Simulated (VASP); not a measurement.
# CsH (P1) in VASP: single point with r2SCAN

Aim: the single point of CsH with r2SCAN.

Program: VASP 6.6.1. These are calculated values, not measurements. Logs are shortened: lines on timing, memory, paths and dates and some standing lists are left out, and cuts for length are marked.

### Step 1. The cell of the first run

The typed cell holds 16 atoms: a = 9.891 Å, b = 9.891 Å, c = 9.891 Å, α = 60.00°, β = 60.00°, γ = 60.00°.

### Step 2. Single point, r2SCAN

The input, POSCAR:

```
CsH
1.0
    0.0000000000      6.9941400000      6.9941400000
    6.9941400000      0.0000000000      6.9941400000
    6.9941400000      6.9941400000      0.0000000000
Cs H
8 8
Direct
   -0.0001600626      0.0007737191      0.0014348440
    0.0008531428     -0.0031513524      0.5006717052
   -0.0007504139      0.5036587057     -0.0030337540
   -0.0004094857      0.4989781446      0.4999716906
    0.5011073556     -0.0002051718     -0.0007301827
    0.4985944662     -0.0015119085      0.5031241153
    0.5001608489      0.5010906273      0.0001594192
    0.5008688702      0.4992636693      0.4999479564
    0.1209817075      0.1278644694      0.1232611872
    0.0764351300      0.1431148075      0.6360212978
    0.1503971896      0.6317201257      0.0741260541
    0.1019552797      0.6064744915      0.6282836060
    0.6392657997      0.1181579865      0.1285015027
    0.6217804476      0.1208689703      0.6332504783
    0.6496896688      0.6216348972      0.1268446871
    0.6105443986      0.6298961702      0.6473156099
```

The input, INCAR.step1:

```
ALGO     = Normal         # electronic algorithm
EDIFF    = 1E-4           # SCF threshold, eV
ENCUT    = 520            # plane-wave cutoff, eV
GGA      = PE             # functional
ISMEAR   = -1             # smearing method
LASPH    = T              # aspherical terms in the spheres
LCHARG   = F              # write CHGCAR
LREAL    = Auto         
LWAVE    = T              # write WAVECAR
NBANDS   = 54             # bands
NELM     = 80             # most SCF steps
PREC     = Accurate       # precision mode
SIGMA    = 0.02           # smearing width, eV
```

The input, INCAR.step2:

```
ALGO     = Normal         # electronic algorithm
EDIFF    = 1E-7           # SCF threshold, eV
ENCUT    = 520            # plane-wave cutoff, eV
ISIF     = 2              # what is computed and relaxed
ISMEAR   = -1             # smearing method
ISTART   = 1            
LASPH    = T              # aspherical terms in the spheres
LCHARG   = F              # write CHGCAR
LMIXTAU  = T            
LREAL    = Auto         
LWAVE    = F              # write WAVECAR
METAGGA  = R2SCAN         # meta-GGA
NBANDS   = 54             # bands
NELM     = 80             # most SCF steps
PREC     = Accurate       # precision mode
SIGMA    = 0.02           # smearing width, eV
```

The input, KPOINTS:

```
k-points
0
Gamma
  2 2 2
```

Potentials or basis: VASP PAW PBE potentials, release 64 (Cs_sv, H).

The run is started by

```sh
$ cat potpaw_PBE.64/Cs_sv/POTCAR potpaw_PBE.64/H/POTCAR > POTCAR
$ cp INCAR.step1 INCAR
$ mpirun -np 1 vasp_std > vasp.out
$ cp INCAR.step2 INCAR
$ mpirun -np 1 vasp_std > vasp.out
```

OUTCAR:

```text
EDIFF = 1E-7
   ENCUT = 520
   ISIF = 2
   ISMEAR = -1
   ISTART = 1
   LASPH = T
   LREAL = Auto
   METAGGA = R2SCAN
   NELM = 80
   PREC = Accurate

 ion  position               nearest neighbor table
   1  1.000  0.001  0.001-
   2  0.001  0.997  0.501-
   3  0.999  0.504  0.997-
   4  1.000  0.499  0.500-
   5  0.501  1.000  0.999-
   6  0.499  0.998  0.503-
[... 8 lines left out ...]
  15  0.650  0.622  0.127-
  16  0.611  0.630  0.647-

  LATTYP: Found a face centered cubic cell.
 ALAT       =    13.9882800000

  Lattice vectors:

 A1 = (   0.0000000000,   6.9941400000,   6.9941400000)
 A2 = (   6.9941400000,   0.0000000000,   6.9941400000)
 A3 = (   6.9941400000,   6.9941400000,   0.0000000000)

Analysis of symmetry for initial positions (statically):
=====================================================================
 Subroutine PRICEL returns:
 Original cell was already a primitive cell.

 Routine SETGRP: Setting up the symmetry group for a
 face centered cubic supercell.

 Subroutine GETGRP returns: Found  1 space group operations
 (whereof  1 operations were pure point group operations)
 out of a pool of 48 trial point group operations.

The static configuration has the point symmetry C_1 .

Analysis of symmetry for dynamics (positions and initial velocities):
=====================================================================
 Subroutine PRICEL returns:
 Original cell was already a primitive cell.

 Routine SETGRP: Setting up the symmetry group for a
 face centered cubic supercell.

 Subroutine GETGRP returns: Found  1 space group operations
 (whereof  1 operations were pure point group operations)
 out of a pool of 48 trial point group operations.

The dynamic configuration has the point symmetry C_1 .

 Subroutine INISYM returns: Found  1 space group operations
 (whereof  1 operations are pure point group operations),
 and found     1 'primitive' translations

----------------------------------------------------------------------------------------

                                     Primitive cell

  volume of cell :     684.2786

  direct lattice vectors                    reciprocal lattice vectors
     0.000000000  6.994140000  6.994140000    -0.071488417  0.071488417  0.071488417
     6.994140000  0.000000000  6.994140000     0.071488417 -0.071488417  0.071488417
     6.994140000  6.994140000  0.000000000     0.071488417  0.071488417 -0.071488417

  length of vectors
     9.891207645  9.891207645  9.891207645     0.123821571  0.123821571  0.123821571

  position of ions in fractional coordinates (direct lattice)
     0.999839937  0.000773719  0.001434844
     0.000853143  0.996848648  0.500671705
     0.999249586  0.503658706  0.996966246
     0.999590514  0.498978145  0.499971691
     0.501107356  0.999794828  0.999269817
     0.498594466  0.998488092  0.503124115
[... 8 lines left out ...]
     0.649689669  0.621634897  0.126844687
     0.610544399  0.629896170  0.647315610

  ion indices of the primitive-cell ions
   primitive index   ion index
                 1           1
                 2           2
                 3           3
                 4           4
                 5           5
                 6           6
[... 8 lines left out ...]
                15          15
                16          16

----------------------------------------------------------------------------------------

 KPOINTS: k-points

Automatic generation of k-mesh.
 Grid dimensions read from file:
 generate k-points for:    2    2    2

 Generating k-lattice:

  Cartesian coordinates                     Fractional coordinates (reciprocal lattice)
    -0.035744209  0.035744209  0.035744209     0.500000000  0.000000000  0.000000000
     0.035744209 -0.035744209  0.035744209     0.000000000  0.500000000  0.000000000
     0.035744209  0.035744209 -0.035744209     0.000000000  0.000000000  0.500000000

  Length of vectors
     0.061910786  0.061910786  0.061910786

  Shift w.r.t. Gamma in fractional coordinates (k-lattice)
     0.000000000  0.000000000  0.000000000

 Subroutine IBZKPT returns following result:
 ===========================================

 Found      8 irreducible k-points:

 Following reciprocal coordinates:
            Coordinates               Weight
  0.000000  0.000000  0.000000      1.000000
  0.500000  0.000000  0.000000      1.000000
  0.000000  0.500000  0.000000      1.000000
  0.000000  0.000000  0.500000      1.000000
  0.500000  0.500000  0.500000      1.000000
  0.500000  0.500000  0.000000      1.000000
  0.000000  0.500000  0.500000      1.000000
  0.500000  0.000000  0.500000      1.000000
   k-points           NKPTS =      8   k-points in BZ     NKDIM =      8   number of bands    NBANDS=     54
   number of dos      NEDOS =    301   number of ions     NIONS =     16
   total plane-waves  NPLWV = 512000
   dimension x,y,z NGX =    80 NGY =   80 NGZ =   80
   dimension x,y,z NGXF=   160 NGYF=  160 NGZF=  160
   ions per type =               8   8
   NGX,Y,Z   is equivalent  to a cutoff of  13.45, 13.45, 13.45 a.u.
   NGXF,Y,Z  is equivalent  to a cutoff of  26.89, 26.89, 26.89 a.u.
 SYSTEM =  unknown system
   PREC   = accura    normal or accurate (medium, high low for compatibility)
   ISTART =      1    job   : 0-new  1-cont  2-samecut
   ICHARG =      0    charge: 1-file 2-atom 10-const
   ISPIN  =      1    spin polarized calculation?
   LNONCOLLINEAR =      F non collinear calculations
   LSORBIT =      F    spin-orbit coupling
   LASPH  =      T    aspherical Exc in radial PAW
   ENCUT  =  520.0 eV  38.22 Ry    6.18 a.u.  18.39 18.39 18.39*2*pi/ulx,y,z
   NELM   =     80;   NELMIN=  2; NELMDL=  0     # of ELM steps
   EDIFF  = 0.1E-06   stopping-criterion for ELM
   LREAL  =      T    real-space projection
   EDIFFG = 0.1E-05   stopping-criterion for IOM
   NSW    =      0    number of steps for IOM
   IBRION =     -1    ionic relax: 0-MD 1-quasi-New 2-CG
   NFREE  =      0    steps in history (QN), initial steepest desc. (CG)
   ISIF   =      2    stress and relaxation
   ISYM   =      2    0-nonsym 1-usesym 2-fastsym
   POTIM  = 0.5000    time-step for ionic-motion
   TEBEG  =    0.0;   TEEND  =   0.0 temperature during run
   PSTRESS=    0.0 pullay stress
   NELECT =      80.0000    total number of electrons
   NUPDOWN=      -1.0000    fix difference up-down
   EMIN   =  10.00;   EMAX   =-10.00  energy-range for DOS
   EFERMI =   0.00;   METHOD = LEGACY
   ISMEAR =    -1;   SIGMA  =   0.02  broadening in eV -4-tet -1-fermi 0-gaus
   EFERMI_NEDOS =   21; number of points for ismear=-14 and -15
   IALGO  =     38    algorithm
   IMIX   =      4    mixing-type and parameters
     AMIX     =   0.40;   BMIX     =  1.00
     AMIX_MAG =   1.60;   BMIX_MAG =  1.00
  volume/ion in A,a.u.               =      42.77       288.61
  Fermi-wavevector in a.u.,A,eV,Ry     =   0.800498  1.512723  8.718583  0.640798
  Thomas-Fermi vector in A             =   1.907806
   LORBIT       =      0    0 simple, 1 ext, 2 COOP (PROOUT), +10 PAW based schemes
   METAGGA = R2SCAN    functional components
   LHFCALC =     F    Hartree Fock is set to
   AEXX    =    0.0000 exact exchange contribution
   IVDW    =     0    specifies the selected vdW correction
   LEPSILON=     F    determine dielectric tensor
   LRPA    =     F    only Hartree local field effects (RPA)
 non-spin polarized calculation
  energy-cutoff  :      520.00
  volume of cell :      684.28
 maximum number of plane-waves:     18499
 NGX is ok and might be reduce to    80
   NGX = 37   NGY = 37   NGZ = 37

 number of electron      79.9999998 magnetization

 Free energy of the ion-electron system (eV)
  ---------------------------------------------------
  ext. energy  EPLUGINS =         0.00000000
  ---------------------------------------------------
  free energy    TOTEN  =      -230.24806367 eV

  energy without entropy =     -230.24806367  energy(sigma->0) =     -230.24806367

 E-fermi :  -0.6177     XC(G=0):  -6.3245

 val. band max:       -1.1546216611   @ k =   0.0000   0.5000   0.5000
 cond. band min:       1.9112625034   @ k =   0.0000   0.0000   0.0000
 fundamental gap:      3.0658841645
 Fermi energy:        -0.6177302317

 k-point     1 :       0.0000    0.0000    0.0000
  band No.  band energies     occupation
      1     -23.1780      2.00000
      2     -23.1671      2.00000
      3     -22.9992      2.00000
      4     -22.9886      2.00000
      5     -22.9528      2.00000
      6     -22.8354      2.00000
[... 44 lines left out ...]
     51       3.4516      0.00000
     52       4.2062      0.00000

 k-point     2 :       0.5000    0.0000    0.0000
  band No.  band energies     occupation
      1     -23.1776      2.00000
      2     -23.1670      2.00000
      3     -22.9967      2.00000
      4     -22.9913      2.00000
      5     -22.9528      2.00000
      6     -22.8352      2.00000
[... 44 lines left out ...]
     51       3.3557      0.00000
     52       3.4093      0.00000

 k-point     3 :       0.0000    0.5000    0.0000
  band No.  band energies     occupation
      1     -23.1750      2.00000
      2     -23.1697      2.00000
      3     -22.9991      2.00000
      4     -22.9882      2.00000
      5     -22.9534      2.00000
      6     -22.8354      2.00000
[... 44 lines left out ...]
     51       3.3571      0.00000
     52       3.4142      0.00000

 k-point     4 :       0.0000    0.0000    0.5000
  band No.  band energies     occupation
      1     -23.1776      2.00000
      2     -23.1670      2.00000
      3     -22.9971      2.00000
      4     -22.9908      2.00000
      5     -22.9525      2.00000
      6     -22.8357      2.00000
[... 44 lines left out ...]
     51       3.3634      0.00000
     52       3.4097      0.00000

 k-point     5 :       0.5000    0.5000    0.5000
  band No.  band energies     occupation
      1     -23.1750      2.00000
      2     -23.1697      2.00000
      3     -22.9991      2.00000
      4     -22.9882      2.00000
      5     -22.9534      2.00000
      6     -22.8355      2.00000
[... 44 lines left out ...]
     51       3.3668      0.00000
     52       3.3959      0.00000

 k-point     6 :       0.5000    0.5000    0.0000
  band No.  band energies     occupation
      1     -23.1749      2.00000
      2     -23.1697      2.00000
      3     -22.9968      2.00000
      4     -22.9905      2.00000
      5     -22.9532      2.00000
      6     -22.8357      2.00000
[... 44 lines left out ...]
     51       3.4241      0.00000
     52       3.4379      0.00000

 k-point     7 :       0.0000    0.5000    0.5000
  band No.  band energies     occupation
      1     -23.1750      2.00000
      2     -23.1696      2.00000
      3     -22.9968      2.00000
      4     -22.9904      2.00000
      5     -22.9532      2.00000
      6     -22.8355      2.00000
[... 44 lines left out ...]
     51       3.4344      0.00000
     52       3.4448      0.00000

 k-point     8 :       0.5000    0.0000    0.5000
  band No.  band energies     occupation
      1     -23.1773      2.00000
      2     -23.1670      2.00000
      3     -22.9994      2.00000
      4     -22.9887      2.00000
      5     -22.9528      2.00000
      6     -22.8352      2.00000
[... 44 lines left out ...]
     51       3.4255      0.00000
     52       3.4489      0.00000
 [bands above 52 left out]

------------------------ aborting loop because EDIFF is reached ----------------------------------------

  FORCE on cell =-STRESS in cart. coord.  units (eV):
  Direction    XX          YY          ZZ          XY          YZ          ZX
  --------------------------------------------------------------------------------------
  -------------------------------------------------------------------------------------
  Total        0.4018097      0.3905533      0.3938606      0.2635333      0.2352648      0.1746760
  in kB        0.9408015      0.9144458      0.9221895      0.6170397      0.5508516      0.4089883
  external PRESSURE =       0.9258122 kB  Pullay stress =       0.0000000 kB

 VOLUME and BASIS-vectors are now :
 -----------------------------------------------------------------------------
  energy-cutoff  :      520.00
  volume of cell :      684.28
      direct lattice vectors                 reciprocal lattice vectors
     0.000000000  6.994140000  6.994140000    -0.071488417  0.071488417  0.071488417
     6.994140000  0.000000000  6.994140000     0.071488417 -0.071488417  0.071488417
     6.994140000  6.994140000  0.000000000     0.071488417  0.071488417 -0.071488417

 POSITION                                       TOTAL-FORCE (eV/Angst)
 -----------------------------------------------------------------------------------
      0.01545      7.00306      6.99843        -0.040967     -0.006082      0.028196
     10.47387      3.50774      6.97807        -0.037837     -0.050832     -0.116301
     10.49558     13.96181     10.51155        -0.164778      0.043726      0.017887
      6.98680     10.48815     10.48120        -0.125781     -0.326131     -0.104052
     13.98174     10.49385     10.49752         0.042929      0.059259      0.017968
     10.50249      7.00616     10.47081         0.088501     -0.053732     -0.044244
[... 8 lines left out ...]
      5.23497      5.43119      8.89182         0.160473     -0.160614     -0.176107
      8.93300      8.79765      8.67581        -0.178949     -0.127631      0.096530
 -----------------------------------------------------------------------------------
    total drift:                                0.001080     -0.002035     -0.000782

  FREE ENERGIE OF THE ION-ELECTRON SYSTEM (eV)
  ---------------------------------------------------
  free  energy   TOTEN  =      -230.2480636676 eV

  energy  without entropy=     -230.2480636676  energy(sigma->0) =     -230.24806367
```

It took 38 min on 1 thread of Intel Xeon Platinum 8488C (Sapphire Rapids), shared host; peak memory 1.2 GiB.

What came out:

| Quantity | Value |
| --- | --- |
| Free energy | -230.2481 eV |
| Pressure | 0.1 GPa |
| Largest force | 0.371 eV/Å |
| Band gap on the k mesh | 3.07 eV (least direct gap 3.09 eV) |

Forces in eV/Å, atoms in the order of the input:
```
Cs  -0.041 -0.006  0.028
Cs  -0.038 -0.051 -0.116
Cs  -0.165  0.044  0.018
Cs  -0.126 -0.326 -0.104
Cs   0.043  0.059  0.018
Cs   0.089 -0.054 -0.044
Cs  -0.021  0.235  0.055
Cs   0.068  0.040 -0.045
H   -0.003  0.109  0.016
H   -0.133  0.150  0.127
H    0.216  0.082 -0.095
H    0.090  0.162  0.321
H    0.078 -0.081 -0.137
H   -0.039 -0.077  0.039
H    0.160 -0.161 -0.176
H   -0.179 -0.128  0.097
```

Stress tensor (GPa, compression positive):
```
0.09 0.06 0.04
0.06 0.09 0.06
0.04 0.06 0.09
```

Levels at points of the mesh, in eV from the valence-band top:
| k point | band 38 | band 39 | band 40 | band 41 | band 42 | band 43 |
| --- | --- | --- | --- | --- | --- | --- |
| (0.00, 0.00, 0.00) | -0.07 | -0.05 | -0.03 | 3.07 | 3.08 | 3.09 |
| (0.50, 0.00, 0.00) | -0.13 | -0.11 | -0.04 | 3.45 | 3.50 | 3.57 |
| (0.00, 0.50, 0.00) | -0.15 | -0.09 | -0.05 | 3.44 | 3.45 | 3.57 |
| (0.00, 0.00, 0.50) | -0.11 | -0.10 | -0.05 | 3.36 | 3.51 | 3.56 |
| (0.50, 0.50, 0.50) | -0.14 | -0.11 | -0.05 | 3.42 | 3.45 | 3.58 |
| (0.50, 0.50, 0.00) | -0.23 | -0.02 | 0.00 | 3.28 | 3.29 | 3.66 |
| (0.00, 0.50, 0.50) | -0.23 | -0.03 | 0.00 | 3.26 | 3.32 | 3.67 |
| (0.50, 0.00, 0.50) | -0.23 | -0.03 | 0.00 | 3.25 | 3.33 | 3.68 |

Caveat: the atoms stand as in a frame of molecular dynamics; the structure was generated, so it needn't be the stable form of CsH; the PAW data sets were made with another functional, which shifts forces and pressure a little; spin-orbit coupling is left out, which moves the levels of the heavy elements. A k mesh can miss the band edges.
